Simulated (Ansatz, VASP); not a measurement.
## Two plane-wave programs on In

The input POSCAR:

```
In
1.0
    3.3313943041      0.0000000000      0.0000000000
   -1.6656971520      2.8850720974      0.0000000000
    0.0000000000      0.0000000000      5.4401668986
In
2
Direct
    0.3333333333      0.6666666667      0.2500000000
    0.6666666667      0.3333333333      0.7500000000
```

INCAR.step1

```
SYSTEM = In
PREC = Accurate ; ENCUT = 600
ISMEAR = -1 ; SIGMA = 0.1
LREAL = .FALSE. ; LASPH = .TRUE.
NELM = 80 ; GGA = PE
ALGO = Normal ; EDIFF = 1E-4
LWAVE = .TRUE. ; LCHARG = .FALSE.
```

INCAR.step2

```
SYSTEM = In
PREC = Accurate ; ENCUT = 600
EDIFF = 1E-6 ; ISMEAR = -1
SIGMA = 0.1 ; LREAL = .FALSE.
LASPH = .TRUE. ; NELM = 80
ALGO = Normal ; ISIF = 3
LWAVE = .FALSE. ; LCHARG = .FALSE.
METAGGA = R2SCAN ; LMIXTAU = .TRUE.
IBRION = 2 ; NSW = 80
EDIFFG = -0.01 ; ISTART = 1
```

The input KPOINTS:

```
regular mesh
0
G
  11 11 6
  0 0 0
```

Input for Ansatz:

```yaml
crystal:
  lattice:
    - [3.3313943041, 0.0, 0.0]
    - [-1.665697152, 2.8850720974, 0.0]
    - [0.0, 0.0, 5.4401668986]
  atoms:
    - { symbol: In, position: [0.3333333333, 0.6666666667, 0.25] }
    - { symbol: In, position: [0.6666666667, 0.3333333333, 0.75] }
hamiltonian:
  xc: r2scan
  pseudopotentials:
    kind: paw
    azcp:
      In: "pseudopotentials/In.paw.azcp"
basis:
  ecutwfc: 500
  fft_grid_basis: typed
kpoints:
  mp_grid: { grid: [11, 11, 6], shift: [0, 0, 0] }
magnetization:
  spin_polarized: false
scf:
  occupations: { method: fermi_dirac, width: 0.1 }
relax:
  max_steps: 60
  f_tol: 0.01
  cell: {}
```

Alike in both runs: task relaxation of cell and atoms; functional r2SCAN; k mesh 11 × 11 × 6; occupations fermi-dirac, width 0.1 eV; no spin polarisation.

|  | VASP | Ansatz |
| --- | --- | --- |
| version | VASP 6.6.1 | Ansatz 0.2.0 |
| potentials or method | VASP PAW PBE potentials, release 64 (In_d), cutoff 600 eV | plane waves (500 eV) with PAW, scalar-relativistic |
| valence electrons in the cell | 26 | 26 |

|  | VASP | Ansatz | Ansatz less VASP |
| --- | --- | --- | --- |
| relaxed volume (Å³/atom) | 26.50 | 26.43 | -0.073 |
| relaxed cell length with the largest relative difference (Å) | 5.458 | 5.449 | -0.0095 |

VASP's potentials were made for PBE, not for r2SCAN.
